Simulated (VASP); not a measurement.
A run of VASP 6.6.1:

File INCAR:

```
ALGO = Normal
EDIFF = 1E-6
EDIFFG = -0.01
ENCUT = 600
GGA = PS
IBRION = 2
ISIF = 3
ISMEAR = -1
LASPH = True
LCHARG = False
LREAL = False
LWAVE = False
NELM = 80
NSW = 100
PREC = Accurate
SIGMA = 0.03
```

The input KPOINTS:

```
k-points
0
Gamma
  9 9 2
```

The input POSCAR:

```
HfO2
1.0
    2.8635274000      0.0000000000      0.0000000000
   -1.4317637000      2.4798874700      0.0000000000
    0.0000000000      0.0000000000      9.6121842300
Hf O
2 4
Direct
    0.3333333300      0.6666666700      0.6250100700
    0.6666666700      0.3333333300      0.1250100700
    0.6666666700      0.3333333300      0.7434041200
    0.3333333300      0.6666666700      0.2434041200
    0.0000000000      0.0000000000      0.0065878100
    0.0000000000      0.0000000000      0.5065878100
```

Potentials or basis: VASP PAW PBE potentials, release 64 (Hf_pv, O).

Command:

```bash
$ cat potpaw_PBE.64/Hf_pv/POTCAR potpaw_PBE.64/O/POTCAR > POTCAR
$ mpirun -np 1 vasp_std > vasp.out
```

Hardware: 1 thread of Intel(R) Xeon(R) 6975P-C (Granite Rapids), on a shared host.

Task: Estimate the wall time of this run.

Result: Run time: 7.1 min on 1 thread of Intel(R) Xeon(R) 6975P-C (Granite Rapids) (shared host), peak memory 0.24 GiB. Counts: scf iterations 217, k points 24, ion steps 28.
